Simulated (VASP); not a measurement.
# InSb in VASP: single point with PBE

Aim: the single point of InSb with PBE.

Program: VASP 6.6.1. These are calculated values, not measurements. Logs are shortened: lines on timing, memory, paths and dates and some standing lists are left out, and cuts for length are marked.

## Step 1: The cell of the first run

The cell holds a slab with vacuum, 16 atoms: a = 9.162 Å, b = 9.162 Å, c = 15.675 Å, α = 90.00°, β = 90.00°, γ = 60.00°.

## Step 2: Single point, PBE

INCAR

```
PREC = Accurate
ENCUT = 520
EDIFF = 1E-6
ISMEAR = -1
SIGMA = 0.15
LREAL = Auto
LASPH = True
NELM = 60
ALGO = Normal
ISIF = 2
LWAVE = False
LCHARG = True
GGA = PE
LELF = True
LVHAR = True
NBANDS = 86
```

KPOINTS

```
regular mesh
0
Gamma
  2 2 1
```

POSCAR

```
InSb
1.0
    9.1615580195      0.0000000000      0.0000000000
    4.5807790097      7.9341419831      0.0000000000
    0.0000000000      0.0000000000     15.6752380000
In Sb
8 8
Direct
    0.0000000000      0.0000000000      0.0637949000
    1.0000000000      0.5000000000      0.0637949000
    0.5000000000      0.0000000000      0.0637949000
    0.5000000000      0.5000000000      0.0637949000
    0.6666666667      0.6666666667      0.3136241780
    0.6666666667      0.1666666667      0.3136241780
    0.1666666667      0.6666666667      0.3136241780
    0.1666666667      0.1666666667      0.3136241780
    0.1666666667      0.1666666667      0.1201249353
    0.1666666667      0.6666666667      0.1201249353
    0.6666666667      0.1666666667      0.1201249353
    0.6666666667      0.6666666667      0.1201249353
    0.8333333333      0.8333333333      0.3783646272
    0.8333333333      0.3333333333      0.3783646272
    0.3333333333      0.8333333333      0.3783646272
    0.3333333333      0.3333333333      0.3783646272
```

Potentials or basis: VASP PAW PBE potentials, release 64 (In_d, Sb).

Started as:

```sh
$ cat potpaw_PBE.64/In_d/POTCAR potpaw_PBE.64/Sb/POTCAR > POTCAR
$ mpirun -np 1 vasp_std > vasp.out
```

OUTCAR:

```text
PREC = Accurate
   ENCUT = 520
   EDIFF = 1E-6
   ISMEAR = -1
   LREAL = Auto
   LASPH = True
   NELM = 60
   ISIF = 2
   GGA = PE

 ion  position               nearest neighbor table
   1  0.000  0.000  0.064-  10 2.79  11 2.79   9 2.79
   2  0.000  0.500  0.064-   9 2.79  12 2.79  10 2.79
   3  0.500  0.000  0.064-  12 2.79   9 2.79  11 2.79
   4  0.500  0.500  0.064-  11 2.79  10 2.79  12 2.79
   5  0.667  0.667  0.314-  13 2.83  14 2.83  15 2.83  12 3.03
   6  0.667  0.167  0.314-  14 2.83  13 2.83  16 2.83  11 3.03
   7  0.167  0.667  0.314-  15 2.83  16 2.83  13 2.83  10 3.03
   8  0.167  0.167  0.314-  16 2.83  15 2.83  14 2.83   9 3.03
   9  0.167  0.167  0.120-   2 2.79   3 2.79   1 2.79   8 3.03
  10  0.167  0.667  0.120-   1 2.79   4 2.79   2 2.79   7 3.03
  11  0.667  0.167  0.120-   4 2.79   1 2.79   3 2.79   6 3.03
  12  0.667  0.667  0.120-   3 2.79   2 2.79   4 2.79   5 3.03
  13  0.833  0.833  0.378-   5 2.83   6 2.83   7 2.83
  14  0.833  0.333  0.378-   6 2.83   5 2.83   8 2.83
  15  0.333  0.833  0.378-   7 2.83   8 2.83   5 2.83
  16  0.333  0.333  0.378-   8 2.83   7 2.83   6 2.83

  LATTYP: Found a hexagonal cell.
 ALAT       =     9.1615580194
 C/A-ratio  =     1.7109795044

  Lattice vectors:

 A1 = (  -4.5807790097,  -7.9341419831,   0.0000000000)
 A2 = (   9.1615580195,   0.0000000000,   0.0000000000)
 A3 = (   0.0000000000,   0.0000000000,  15.6752380000)

Analysis of symmetry for initial positions (statically):
=====================================================================
 Subroutine PRICEL returns following result:

  LATTYP: Found a hexagonal cell.
 ALAT       =     4.5807790097
 C/A-ratio  =     3.4219590089

  Lattice vectors:

 A1 = (  -2.2903895048,  -3.9670709915,   0.0000000000)
 A2 = (   4.5807790097,   0.0000000000,   0.0000000000)
 A3 = (   0.0000000000,   0.0000000000,  15.6752380000)

   4 primitive cells build up your supercell.

 Routine SETGRP: Setting up the symmetry group for a
 hexagonal supercell.

 Subroutine GETGRP returns: Found  6 space group operations
 (whereof  6 operations were pure point group operations)
 out of a pool of 24 trial point group operations.

The static configuration has the point symmetry C_3v.

Analysis of symmetry for dynamics (positions and initial velocities):
=====================================================================
 Subroutine PRICEL returns following result:

  LATTYP: Found a hexagonal cell.
 ALAT       =     4.5807790097
 C/A-ratio  =     3.4219590089

  Lattice vectors:

 A1 = (  -2.2903895048,  -3.9670709915,   0.0000000000)
 A2 = (   4.5807790097,   0.0000000000,   0.0000000000)
 A3 = (   0.0000000000,   0.0000000000,  15.6752380000)

   4 primitive cells build up your supercell.

 Routine SETGRP: Setting up the symmetry group for a
 hexagonal supercell.

 Subroutine GETGRP returns: Found  6 space group operations
 (whereof  6 operations were pure point group operations)
 out of a pool of 24 trial point group operations.

The dynamic configuration has the point symmetry C_3v.

 Subroutine INISYM returns: Found  6 space group operations
 (whereof  6 operations are pure point group operations),
 and found     4 'primitive' translations

----------------------------------------------------------------------------------------

                                     Primitive cell

  volume of cell :     284.8547

  direct lattice vectors                    reciprocal lattice vectors
    -2.290389505 -3.967070992  0.000000000     0.000000000 -0.252075146  0.000000000
     4.580779010  0.000000000  0.000000000     0.218303480 -0.126037573  0.000000000
     0.000000000  0.000000000 15.675238000     0.000000000  0.000000000  0.063794885

  length of vectors
     4.580779010  4.580779010 15.675238000     0.252075146  0.252075146  0.063794885

  position of ions in fractional coordinates (direct lattice)
     0.000000000  0.000000000  0.063794900
     0.666666667  0.333333333  0.313624178
     0.666666667  0.333333333  0.120124935
     0.333333333  0.666666667  0.378364627

  ion indices of the primitive-cell ions
   primitive index   ion index
                 1           1
                 2           8
                 3           9
                 4          13

----------------------------------------------------------------------------------------

 KPOINTS: regular mesh

Automatic generation of k-mesh.
 Grid dimensions read from file:
 generate k-points for:    2    2    1

 Generating k-lattice:

  Cartesian coordinates                     Fractional coordinates (reciprocal lattice)
     0.054575870 -0.031509393  0.000000000     0.500000000  0.000000000  0.000000000
     0.000000000  0.063018787  0.000000000     0.000000000  0.500000000  0.000000000
     0.000000000  0.000000000  0.063794885     0.000000000  0.000000000  1.000000000

  Length of vectors
     0.063018787  0.063018787  0.063794885

  Shift w.r.t. Gamma in fractional coordinates (k-lattice)
     0.000000000  0.000000000  0.000000000

 Subroutine IBZKPT returns following result:
 ===========================================

 Found      2 irreducible k-points:

 Following reciprocal coordinates:
            Coordinates               Weight
  0.000000  0.000000  0.000000      1.000000
  0.500000  0.000000  0.000000      3.000000
   k-points           NKPTS =      2   k-points in BZ     NKDIM =      2   number of bands    NBANDS=     86
   number of dos      NEDOS =    301   number of ions     NIONS =     16
   total plane-waves  NPLWV = 588000
   dimension x,y,z NGX =    70 NGY =   70 NGZ =  120
   dimension x,y,z NGXF=   140 NGYF=  140 NGZF=  240
   ions per type =               8   8
   NGX,Y,Z   is equivalent  to a cutoff of  12.70, 12.70, 12.73 a.u.
   NGXF,Y,Z  is equivalent  to a cutoff of  25.40, 25.40, 25.45 a.u.
 SYSTEM =  unknown system
   PREC   = accura    normal or accurate (medium, high low for compatibility)
   ISTART =      0    job   : 0-new  1-cont  2-samecut
   ICHARG =      2    charge: 1-file 2-atom 10-const
   ISPIN  =      1    spin polarized calculation?
   LNONCOLLINEAR =      F non collinear calculations
   LSORBIT =      F    spin-orbit coupling
   LASPH  =      T    aspherical Exc in radial PAW
   ENCUT  =  520.0 eV  38.22 Ry    6.18 a.u.  17.03 17.03 29.15*2*pi/ulx,y,z
   NELM   =     60;   NELMIN=  2; NELMDL= -5     # of ELM steps
   EDIFF  = 0.1E-05   stopping-criterion for ELM
   LREAL  =      T    real-space projection
   EDIFFG = 0.1E-04   stopping-criterion for IOM
   NSW    =      0    number of steps for IOM
   IBRION =     -1    ionic relax: 0-MD 1-quasi-New 2-CG
   NFREE  =      0    steps in history (QN), initial steepest desc. (CG)
   ISIF   =      2    stress and relaxation
   ISYM   =      2    0-nonsym 1-usesym 2-fastsym
   POTIM  = 0.5000    time-step for ionic-motion
   TEBEG  =    0.0;   TEEND  =   0.0 temperature during run
   PSTRESS=    0.0 pullay stress
   NELECT =     144.0000    total number of electrons
   NUPDOWN=      -1.0000    fix difference up-down
   EMIN   =  10.00;   EMAX   =-10.00  energy-range for DOS
   EFERMI =   0.00;   METHOD = LEGACY
   ISMEAR =    -1;   SIGMA  =   0.15  broadening in eV -4-tet -1-fermi 0-gaus
   EFERMI_NEDOS =   21; number of points for ismear=-14 and -15
   IALGO  =     38    algorithm
   IMIX   =      4    mixing-type and parameters
     AMIX     =   0.40;   BMIX     =  1.00
     AMIX_MAG =   1.60;   BMIX_MAG =  1.00
  volume/ion in A,a.u.               =      71.21       480.57
  Fermi-wavevector in a.u.,A,eV,Ry     =   0.821551  1.552506  9.183198  0.674946
  Thomas-Fermi vector in A             =   1.932730
   LORBIT       =      0    0 simple, 1 ext, 2 COOP (PROOUT), +10 PAW based schemes
   GGA     = PE    functional components
   LHFCALC =     F    Hartree Fock is set to
   AEXX    =    0.0000 exact exchange contribution
   IVDW    =     0    specifies the selected vdW correction
   LEPSILON=     F    determine dielectric tensor
   LRPA    =     F    only Hartree local field effects (RPA)
 non-spin polarized calculation
  energy-cutoff  :      520.00
  volume of cell :     1139.42
 maximum number of plane-waves:     30680
 NGX is ok and might be reduce to    70
   NGX = 35   NGY = 35   NGZ = 59

 number of electron     143.9999999 magnetization

 Free energy of the ion-electron system (eV)
  ---------------------------------------------------
  ext. energy  EPLUGINS =         0.00000000
  ---------------------------------------------------
  free energy    TOTEN  =       -50.37831994 eV

  energy without entropy =      -49.85011854  energy(sigma->0) =      -50.11421924

 E-fermi :   0.2954     XC(G=0):  -4.9992

 val. band max:       -0.2378582206   @ k =   0.5000   0.0000   0.0000
 cond. band min:       0.3250750706   @ k =   0.0000   0.0000   0.0000
 fundamental gap:      0.5629332913
 Fermi energy:         0.2954443108

 k-point     1 :       0.0000    0.0000    0.0000
  band No.  band energies     occupation
      1     -14.7607      2.00000
      2     -14.7607      2.00000
      3     -14.7607      2.00000
      4     -14.7529      2.00000
      5     -14.7120      2.00000
      6     -14.7120      2.00000
[... 76 lines left out ...]
     83       1.9274      0.00004
     84       1.9419      0.00003

 k-point     2 :       0.5000    0.0000    0.0000
  band No.  band energies     occupation
      1     -14.7561      2.00000
      2     -14.7561      2.00000
      3     -14.7517      2.00000
      4     -14.7517      2.00000
      5     -14.7131      2.00000
      6     -14.7131      2.00000
[... 76 lines left out ...]
     83       3.5872      0.00000
     84       3.5872      0.00000
 [bands above 84 left out]

------------------------ aborting loop because EDIFF is reached ----------------------------------------

  FORCE on cell =-STRESS in cart. coord.  units (eV):
  Direction    XX          YY          ZZ          XY          YZ          ZX
  --------------------------------------------------------------------------------------
  -------------------------------------------------------------------------------------
  Total        7.3516435      7.3516435      0.0445639     -0.0000000     -0.0000000      0.0000000
  in kB       10.3374059     10.3374059      0.0626629     -0.0000000     -0.0000000      0.0000000
  external PRESSURE =       6.9124916 kB  Pullay stress =       0.0000000 kB

 VOLUME and BASIS-vectors are now :
 -----------------------------------------------------------------------------
  energy-cutoff  :      520.00
  volume of cell :     1139.42
      direct lattice vectors                 reciprocal lattice vectors
     9.161558019  0.000000000  0.000000000     0.109151740 -0.063018787  0.000000000
     4.580779010  7.934141983  0.000000000     0.000000000  0.126037573  0.000000000
     0.000000000  0.000000000 15.675238000     0.000000000  0.000000000  0.063794885

 POSITION                                       TOTAL-FORCE (eV/Angst)
 -----------------------------------------------------------------------------------
      0.00000      0.00000      1.00000        -0.000000      0.000000     -0.041275
      2.29039      3.96707      1.00000        -0.000000      0.000000     -0.041275
      4.58078      0.00000      1.00000        -0.000000      0.000000     -0.041275
      6.87117      3.96707      1.00000        -0.000000      0.000000     -0.041275
      9.16156      5.28943      4.91613        -0.000000     -0.000000     -0.001229
      6.87117      1.32236      4.91613        -0.000000      0.000000     -0.001229
[... 8 lines left out ...]
      6.87117      6.61178      5.93096         0.000000     -0.000000      0.011837
      4.58078      2.64471      5.93096        -0.000000     -0.000000      0.011837
 -----------------------------------------------------------------------------------
    total drift:                               -0.000001     -0.000000     -0.048577

  FREE ENERGIE OF THE ION-ELECTRON SYSTEM (eV)
  ---------------------------------------------------
  free  energy   TOTEN  =       -50.3783199442 eV

  energy  without entropy=      -49.8501185366  energy(sigma->0) =      -50.11421924
```

Wall time 12 min (1 thread of Intel Xeon Platinum 8259CL at 2.50GHz (Skylake/Cascade Lake), shared host); peak memory 1.1 GiB.

What came out:

| Property | Result |
| --- | --- |
| Free energy | -50.3783 eV |
| Largest force | 0.041 eV/Å |
| Band gap on the k mesh | 0.25 eV |

Forces on the atoms (eV/Å):
```
In   0.000  0.000 -0.041
In   0.000  0.000 -0.041
In   0.000  0.000 -0.041
In   0.000  0.000 -0.041
In   0.000  0.000 -0.001
In   0.000  0.000 -0.001
In   0.000  0.000 -0.001
In   0.000  0.000 -0.001
Sb   0.000  0.000  0.031
Sb   0.000  0.000  0.031
Sb   0.000  0.000  0.031
Sb   0.000  0.000  0.031
Sb   0.000  0.000  0.012
Sb   0.000  0.000  0.012
Sb   0.000  0.000  0.012
Sb   0.000  0.000  0.012
```

Levels at points of the mesh, in eV from the valence-band top:
```csv
k point,band 70,band 71,band 72,band 73,band 74,band 75
"(0.00, 0.00, 0.00)",-0.93,0.00,0.00,0.25,0.30,0.30
"(0.50, 0.00, 0.00)",-0.67,-0.56,-0.56,0.25,0.25,0.58
```

Caveat: there is no dipole correction, which matters where the two faces differ; semilocal functionals underestimate gaps, and a narrow one can read as zero; spin-orbit coupling is left out, which moves the levels of the heavy elements.

The gap in the log of VASP goes by the Fermi energy; the results here count the filled bands.